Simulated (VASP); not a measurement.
A run of VASP 6.6.1:

File POSCAR:

```
W
1.0
    0.2547070852      2.1650102238      2.1650102238
    2.1650102238      0.2547070852      2.1650102238
    2.1650102238      2.1650102238      0.2547070852
W
1
Direct
    0.0000000000      0.0000000000      0.0000000000
```

Contents of INCAR.step1:

```
SYSTEM = W
ALGO = Normal
EDIFF = 1E-4
ENCUT = 520
GGA = PE
ISMEAR = 0
LASPH = .TRUE.
LCHARG = .FALSE.
LREAL = .FALSE.
LWAVE = .TRUE.
NBANDS = 13
NELM = 100
PREC = Accurate
SIGMA = 0.15
```

File INCAR.step2:

```
SYSTEM = W
ALGO = Normal
EDIFF = 1E-6
ENCUT = 520
ISIF = 2
ISMEAR = 0
ISTART = 1
LASPH = .TRUE.
LCHARG = .FALSE.
LMIXTAU = .TRUE.
LREAL = .FALSE.
LWAVE = .FALSE.
METAGGA = R2SCAN
NBANDS = 13
NELM = 100
PREC = Accurate
SIGMA = 0.15
```

File KPOINTS:

```
k-points
0
G
  22 22 22
  0 0 0
```

Potentials or basis: VASP PAW PBE potentials, release 64 (W_sv).

Run with:

```console
$ cat potpaw_PBE.64/W_sv/POTCAR > POTCAR
$ cp INCAR.step1 INCAR
$ mpirun -np 1 vasp_std > vasp.out
$ cp INCAR.step2 INCAR
$ mpirun -np 1 vasp_std > vasp.out
```

Hardware: 1 thread of AMD EPYC 9R45 96-Core Processor (Zen 5), with other jobs on the host.

How long does it take, and how much memory?

Wall time 8.3 min on 1 thread of AMD EPYC 9R45 96-Core Processor (Zen 5), on a shared host, peak memory 0.29 GiB. Counts: k points 1024.
